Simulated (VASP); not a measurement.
Here is a VASP 6.6.1 calculation.

POSCAR

```
MgS
1.0
    3.6454348051      0.0000000000      0.0000000000
   -1.8227174025      3.1570391490      0.0000000000
    0.0000000000      0.0000000000      6.1473560890
Mg S
2 2
Direct
    0.0000000000      0.0000000000      0.0000000000
    0.0000000000      0.0000000000      0.5000000000
    0.3333333333      0.6666666667      0.2500000000
    0.6666666667      0.3333333333      0.7500000000
```

Contents of INCAR.step1:

```
PREC = Accurate
ENCUT = 520
ISMEAR = 0
SIGMA = 0.01
LREAL = F
LASPH = T
NELM = 60
NBANDS = 16
GGA = PE
ALGO = Normal
EDIFF = 1E-4
LWAVE = T
LCHARG = F
```

Contents of INCAR.step2:

```
PREC = Accurate
ENCUT = 520
EDIFF = 1E-6
ISMEAR = 0
SIGMA = 0.01
LREAL = F
LASPH = T
NELM = 60
ALGO = Normal
ISIF = 2
LWAVE = F
LCHARG = F
METAGGA = R2SCAN
LMIXTAU = T
NBANDS = 16
ISTART = 1
```

File KPOINTS:

```
Automatic mesh
0
Gamma
  12 12 4
```

Potentials or basis: VASP PAW PBE potentials, release 64 (Mg, S).

The run is started by

```console
$ cat potpaw_PBE.64/Mg/POTCAR potpaw_PBE.64/S/POTCAR > POTCAR
$ cp INCAR.step1 INCAR
$ mpirun -np 1 vasp_std > vasp.out
$ cp INCAR.step2 INCAR
$ mpirun -np 1 vasp_std > vasp.out
```

What does it give for the pressure?

-0.5 GPa.

What does it give for the band gap on the k mesh?

4.05 eV, indirect (least direct gap 4.41 eV).

Stress tensor (GPa, compression positive):
```
-0.44  0.00  0.00
 0.00 -0.44  0.00
 0.00  0.00 -0.52
```

Caveat: the PAW data sets were made with another functional, which shifts forces and pressure a little. r2SCAN opens gaps a little over a GGA but as a rule still falls short of measured ones.
